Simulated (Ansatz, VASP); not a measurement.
HfO2: VASP beside Ansatz

The input INCAR:

```
PREC = Accurate
ENCUT = 520
EDIFF = 1E-6
ISMEAR = 0
SIGMA = 0.01
LREAL = False
LASPH = True
NELM = 60
ALGO = Normal
ISIF = 2
LWAVE = False
LCHARG = False
GGA = PS
NBANDS = 31
```

The input KPOINTS:

```
regular mesh
0
Gamma
  4 4 6
```

File POSCAR:

```
HfO2
1.0
    4.8768731851      0.0000000000      0.0000000000
    0.0000000000      4.8768731851      0.0000000000
    0.0000000000      0.0000000000      3.2476014162
Hf O
2 4
Direct
    0.0000000000      0.0000000000      0.0000000000
    0.5000000000      0.5000000000      0.5000000000
    0.1949600000      0.8050400000      0.5000000000
    0.3050400000      0.3050400000      0.0000000000
    0.6949600000      0.6949600000      0.0000000000
    0.8050400000      0.1949600000      0.5000000000
```

Input for Ansatz:

```yaml
crystal:
  lattice:
    - [4.876873185070537, 0.0, 0.0]
    - [0.0, 4.876873185070537, 0.0]
    - [0.0, 0.0, 3.2476014161932727]
  atoms:
    - { symbol: Hf, position: [0.0, 0.0, 0.0] }
    - { symbol: Hf, position: [0.5, 0.5, 0.5] }
    - { symbol: O, position: [0.19496, 0.80504, 0.5] }
    - { symbol: O, position: [0.30504, 0.30504, 0.0] }
    - { symbol: O, position: [0.69496, 0.69496, 0.0] }
    - { symbol: O, position: [0.80504, 0.19496, 0.5] }
basis:
  ecutwfc: 500.0
kpoints:
  mp_grid:
    grid: [4, 4, 6]
hamiltonian:
  xc: pbesol
scf:
  occupations:
    method: fixed
output:
  stress: true
```

Alike in both runs: task single point; functional PBEsol; k mesh 4 × 4 × 6; no spin polarisation.

```csv
,VASP,Ansatz
version,VASP 6.6.1,Ansatz 0.2.0
potentials or method,"VASP PAW PBE potentials, release 64 (Hf_pv, O), cutoff 520 eV","plane waves, PAW"
occupations,"gaussian, width 0.01 eV",fixed
valence electrons in the cell,44,76
```

Ansatz gave:

```
pressure (GPa)                                                : -6.7
traceless stress, the component that is largest in VASP (GPa) : -1.59
```

Q: Estimate VASP's values.

A: Pressure (GPa): -9.3; traceless stress, the component that is largest in VASP (GPa): -2.02.

VASP's potentials were made for PBE, not for PBEsol. VASP's potentials hold 44 valence electrons a cell and Ansatz's 76, so a difference there can come from the potentials and not from the codes.

Spin-orbit coupling is off throughout.
